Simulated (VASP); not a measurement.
Wanted: the native input for a VASP 6.6.1 run.

```
Task                   : single point
Functional             : PBEsol
Potentials or basis    : VASP PAW PBE potentials, release 64 (Zn)
Cutoff                 : 520 eV
k mesh                 : 24 × 24 × 10
Occupations            : gaussian, width 0.15 eV
Spin                   : no spin polarisation
Dipole correction      : no
Further INCAR settings : ALGO = Fast; EDIFF = 1e-06; NBANDS = 19
```

The structure of Zn lies in POSCAR:

```
Zn
1.0
    2.6647980532      0.0000000000      0.0000000000
   -1.3323990266      2.2731660679      0.0000000000
    0.0000000000      0.0000000000      4.9467000000
Zn
2
Direct
    0.3333333333      0.6666666667      0.2500000000
    0.6666666667      0.3333333333      0.7500000000
```

This cell differs from its parent crystal: strain -0.0150 x Voigt [0, 1, 0, 0, 0, 0].

One way to write it, as run:

INCAR

```
  ALGO = Fast
  EDIFF = 1E-6
  ENCUT = 520
  GGA = PS
  ISIF = 2
  ISMEAR = 0
  LASPH = True
  LCHARG = False
  LREAL = False
  LWAVE = False
  NBANDS = 19
  NELM = 60
  PREC = Accurate
  SIGMA = 0.15
```

KPOINTS

```
k-points
0
Gamma
  24 24 10
```

Potentials or basis: VASP PAW PBE potentials, release 64 (Zn).

The run is started by

```bash
$ cat potpaw_PBE.64/Zn/POTCAR > POTCAR
$ mpirun -np 1 vasp_std > vasp.out
```

Results of the run:

```yaml
Pressure: -3.5 GPa
Band_gap_on_the_k_mesh: zero (bands 12 and 13 overlap by 4.64 eV)
```

Caveat: the cell differs from its parent crystal (strain -0.0150 x Voigt [0, 1, 0, 0, 0, 0]); the cell stands under tension; the PAW data sets were made with another functional, which shifts forces and pressure a little.

Run time: 7.2 min on 1 thread of Intel Xeon 8259CL, on a shared host, peak memory 0.5 GiB.
